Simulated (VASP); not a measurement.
Write the native input for VASP 6.6.1 that does the following.

| Property | Result |
| --- | --- |
| Task | single point |
| Functional | PBE |
| Potentials or basis | VASP PAW PBE potentials, release 64 (Sn_d, Te, Pt) |
| Cutoff | 520 eV |
| k mesh | 4 × 4 × 2 |
| Occupations | gaussian, width 0.1 eV |
| Spin | no spin polarisation |
| Dipole correction | no |
| Further INCAR settings | ALGO = Normal; EDIFF = 1e-06; NBANDS = 37 |

The structure of Sn2Te3Pt lies in POSCAR:

```
Sn2Te3Pt
1.0
    3.8141564500      0.0000000000      0.0000000000
    0.0000000000      3.8141564500      0.0000000000
    0.0000000000      0.0000000000     11.5478747300
Sn Te Pt
2 3 1
Direct
    0.5000000000      0.5000000000      0.3248246900
    0.5000000000      0.5000000000      0.6751753100
    0.0000000000      0.0000000000      0.8390681100
    0.0000000000      0.0000000000      0.1609318900
    0.0000000000      0.0000000000      0.5000000000
    0.5000000000      0.5000000000      0.0000000000
```

The input as run:

INCAR

```
SYSTEM = Sn2Te3Pt
PREC = Accurate
ENCUT = 520
EDIFF = 1E-6
ISMEAR = 0
SIGMA = 0.1
LREAL = .False.
LASPH = .True.
NELM = 80
ALGO = Normal
ISIF = 2
LWAVE = .False.
LCHARG = .False.
GGA = PE
NBANDS = 37
```

KPOINTS

```
regular mesh
0
Gamma
  4 4 2
  0 0 0
```

Potentials or basis: VASP PAW PBE potentials, release 64 (Sn_d, Te, Pt).

The run is started by

```bash
$ cat potpaw_PBE.64/Sn_d/POTCAR potpaw_PBE.64/Te/POTCAR potpaw_PBE.64/Pt/POTCAR > POTCAR
$ mpirun -np 1 vasp_std > vasp.out
```

Results of the run:

```yaml
Pressure: -4.1 GPa
Largest_force: 1.415 eV/Å
Band_gap_on_the_k_mesh: zero (band 28 reaches 7.59 eV, above the bottom of band 29 at 6.43 eV)
```

Caveat: the k points lie up to 0.41 Å⁻¹ apart; spin-orbit coupling is left out, which moves the levels of the heavy elements; forces of over 1 eV/Å act on the atoms, so gaps and moduli don't describe the material at rest.

Run time: 59 s on 1 thread of Intel(R) Xeon(R) Platinum 8375C CPU @ 2.90GHz (Ice Lake), on a shared host, peak memory 0.28 GiB.
